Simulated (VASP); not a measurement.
## CoO: relaxation of shape and atoms at fixed volume with PBE+U

Crystal: CoO.

```
Co O
1.0
     3.21724    0.00000    0.00000
    -1.60862    2.78622    0.00000
     0.00000    0.00000    5.19067
Co O
2 2
Cartesian
  0.0000 0.0000 0.0036
  0.0000 1.8575 2.5989
  0.0000 0.0000 1.9429
  0.0000 1.8575 4.5383
```

```
Program                : VASP 6.6.1
Task                   : relaxation of shape and atoms at fixed volume
Functional             : PBE
Potentials or basis    : VASP PAW PBE potentials, release 64 (Co, O)
Cutoff                 : 600 eV
k mesh                 : 12 × 12 × 6
Occupations            : gaussian, width 0.02 eV
Spin                   : collinear spin, antiferromagnetic start
Starting moments       : [-2.67, 2.67, 0.0, 0.0] μB
Hubbard terms          : Co d U = 3.32 eV
Dipole correction      : no
Further INCAR settings : ALGO = Normal; EDIFF = 1e-06; IBRION = 2; EDIFFG = -0.01; NSW = 50; ISIF = 4
```

- Pressure after relaxing: 6.8 GPa
- Band gap on the k mesh: 1.21 eV (least direct gap 1.31 eV)
- Net moment: 0.00 μB per cell
- Site moments: Co -2.63, +2.63; O +0.09, -0.09 μB
- Valence electrons inside the program's atomic spheres: Co 7.99; O 5.03

Forces on the atoms (eV/Å):
```
Co   0.000  0.000  0.002
Co   0.000  0.000  0.002
O    0.000  0.000 -0.002
O    0.000  0.000 -0.002
```

Final structure:
```
Co O
1.0
     3.21724    0.00000    0.00000
    -1.60862    2.78622    0.00000
     0.00000    0.00000    5.19067
Co O
2 2
Direct
  0.00000 0.00000 0.00069
  0.33333 0.66667 0.50069
  0.00000 0.00000 0.37431
  0.33333 0.66667 0.87431
```

Levels at points of the mesh, in eV from the valence-band top:
Spin up:
```tsv
k point	band 13	band 14	band 15	band 16	band 17	band 18
(0.00, 0.00, 0.00)	-1.36	-0.09	-0.09	1.21	3.42	4.06
(0.50, 0.00, 0.00)	-1.69	-0.76	-0.28	2.06	2.70	3.36
(0.00, 0.00, 0.50)	-1.50	0.00	0.00	2.88	3.59	3.99
(0.50, 0.00, 0.50)	-1.38	-0.78	-0.69	2.13	3.03	3.31
```
Spin down:
| k point | band 11 | band 12 | band 13 | band 14 | band 15 | band 16 | band 17 | band 18 | band 19 |
| --- | --- | --- | --- | --- | --- | --- | --- | --- | --- |
| (0.00, 0.00, 0.00) | -1.40 | -1.40 | -1.36 | -0.09 | -0.09 | 1.21 | 3.42 | 4.06 | 4.06 |
| (0.50, 0.00, 0.00) | -2.66 | -1.99 | -1.69 | -0.76 | -0.28 | 2.06 | 2.70 | 3.36 | 6.74 |
| (0.00, 0.00, 0.50) | -1.54 | -1.50 | -1.50 | 0.00 | 0.00 | 2.88 | 3.59 | 3.99 | 3.99 |
| (0.50, 0.00, 0.50) | -2.35 | -1.51 | -1.38 | -0.78 | -0.69 | 2.13 | 3.03 | 3.31 | 6.19 |

Eigenvalues of the final occupation matrices:
```csv
site,spin,trace,eigenvalues
site 1 d,1,2.32,0.13 0.13 0.15 0.96 0.96
site 1 d,2,4.89,0.97 0.97 0.99 0.99 0.99
site 2 d,1,4.89,0.97 0.97 0.99 0.99 0.99
site 2 d,2,2.32,0.13 0.13 0.15 0.96 0.96
```

It took 6.6 min on 1 thread of Oxide Virtual Turin-like Processor (shared host), peak memory 0.26 GiB.

Caveat: the relaxation stopped at its first step, so nothing moved. A k mesh can miss the band edges.
